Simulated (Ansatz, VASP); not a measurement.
C: VASP beside Ansatz

INCAR

```
ALGO = Normal
EDIFF = 1E-6
ENCUT = 520
GGA = PE
ISIF = 2
ISMEAR = 0
IVDW = 12
LASPH = T
LCHARG = T
LELF = T
LREAL = F
LVHAR = T
LWAVE = F
NBANDS = 11
NELM = 80
PREC = Accurate
SIGMA = 0.05
```

KPOINTS

```
k-points
0
Gamma
  15 15 15
```

Contents of POSCAR:

```
C
1.0
    1.2324809262      0.7115731945      3.3609366220
   -1.2324809262      0.7115731945      3.3609366220
    0.0000000000     -1.4231463891      3.3609366220
C
2
Direct
    0.1735775445      0.1735775445      0.1314174403
    0.8264224555      0.8264224555      0.8685825597
```

Input for Ansatz:

```yaml
crystal:
  lattice:
    - [1.2324809262, 0.7115731945, 3.360936622]
    - [-1.2324809262, 0.7115731945, 3.360936622]
    - [0.0, -1.4231463891, 3.360936622]
  atoms:
    - { symbol: C, position: [0.1735775445, 0.1735775445, 0.1314174403] }
    - { symbol: C, position: [0.8264224555, 0.8264224555, 0.8685825597] }
basis:
  ecutwfc: 520.0
kpoints:
  mp_grid: { grid: [15, 15, 15] }
hamiltonian:
  xc: pbe
  pseudopotentials: { kind: paw, azcp: { folder: soft_1 } }
  dispersion: d3bj
scf:
  occupations: { method: gaussian, width: 0.05 }
output:
  forces: true
  stress: true
  eigenvalues: true
```

Change from the starting cell: mode 4 frozen in at -0.071 Å and mode 6 at +0.060 Å (largest displacements).

Alike in both runs: task single point; functional PBE; dispersion D3(BJ); k mesh 15 × 15 × 15; occupations gaussian, width 0.05 eV; no spin polarisation.

|  | VASP | Ansatz |
| --- | --- | --- |
| version | VASP 6.6.1 | Ansatz 0.2.0 |
| potentials or method | VASP PAW PBE potentials, release 64 (C), cutoff 520 eV | scalar-relativistic, plane waves, PAW |
| valence electrons in the cell | 8 | 8 |

|  | VASP | Ansatz | Ansatz less VASP |
| --- | --- | --- | --- |
| gap on the k mesh at the Fermi level (eV) | 0.22 | 0.22 | -0.001 |
| least direct gap on the mesh (eV) | 0.22 | 0.22 | -0.001 |
| pressure (GPa) | 4.6 | 4.2 | -0.35 |
| traceless stress, the component that is largest in VASP (GPa) | 14.10 | 13.66 | -0.444 |
| rms of the force components (eV/Å) | 3.289 | 3.285 | -0.0045 |

Atom by atom the forces differ by 0.007 eV/Å (rms over components).
